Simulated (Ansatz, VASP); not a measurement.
**One calculation of CdS, two programs**

Contents of POSCAR:

```
CdS
1.0
    0.0000000000      2.9634603027      2.9634603027
    2.9634603027      0.0000000000      2.9634603027
    2.9634603027      2.9634603027      0.0000000000
Cd S
1 1
Direct
    0.0000000000      0.0000000000      0.0000000000
    0.7500000000      0.7500000000      0.7500000000
```

The input INCAR.step1:

```
PREC = Accurate
ENCUT = 520
ISMEAR = 0
SIGMA = 0.05
LREAL = False
LASPH = True
NELM = 100
NBANDS = 16
GGA = PE
ALGO = Normal
EDIFF = 1E-4
LWAVE = True
LCHARG = False
```

INCAR.step2

```
PREC = Accurate
ENCUT = 520
EDIFF = 1E-6
ISMEAR = 0
SIGMA = 0.05
LREAL = False
LASPH = True
NELM = 100
ALGO = Normal
ISIF = 2
LWAVE = False
LCHARG = True
METAGGA = R2SCAN
LMIXTAU = True
LELF = True
LVHAR = True
NBANDS = 16
ISTART = 1
```

File KPOINTS:

```
regular mesh
0
Gamma
  8 8 8
```

Input for Ansatz:

```yaml
crystal:
  lattice:
    - [0.0, 2.9634603027, 2.9634603027]
    - [2.9634603027, 0.0, 2.9634603027]
    - [2.9634603027, 2.9634603027, 0.0]
  atoms:
    - { symbol: Cd, position: [0.0, 0.0, 0.0] }
    - { symbol: S, position: [0.75, 0.75, 0.75] }
basis:
  ecutwfc: 500
  ecutrho_ratio: 4
kpoints:
  mp_grid: { grid: [8, 8, 8] }
hamiltonian:
  xc: r2scan
scf:
  occupations: { method: gaussian, width: 0.05 }
output:
  forces: true
  stress: true
  eigenvalues: true
```

Alike in both runs: task single point; functional r2SCAN; k mesh 8 × 8 × 8; occupations gaussian, width 0.05 eV; no spin polarisation.

```csv
,VASP,Ansatz
version,VASP 6.6.1,Ansatz 0.2.0
potentials or method,"VASP PAW PBE potentials, release 64 (Cd, S), cutoff 520 eV","scalar-relativistic, plane waves, PAW"
valence electrons in the cell,18,26
```

Ansatz gave:

| Item | Value |
| --- | --- |
| gap on the k mesh at the Fermi level (eV) | 1.49 |
| least direct gap on the mesh (eV) | 1.49 |
| pressure (GPa) | -1.4 |

Question: Which values does VASP return?

Answer: gap on the k mesh at the Fermi level (eV): 1.48; least direct gap on the mesh (eV): 1.48; pressure (GPa): -1.2.

VASP's potentials were made for PBE, not for r2SCAN. With one functional, cell and mesh, what is left measures potentials, basis and numerics. VASP's potentials hold 18 valence electrons a cell and Ansatz's 26, so a difference there can come from the potentials and not from the codes.
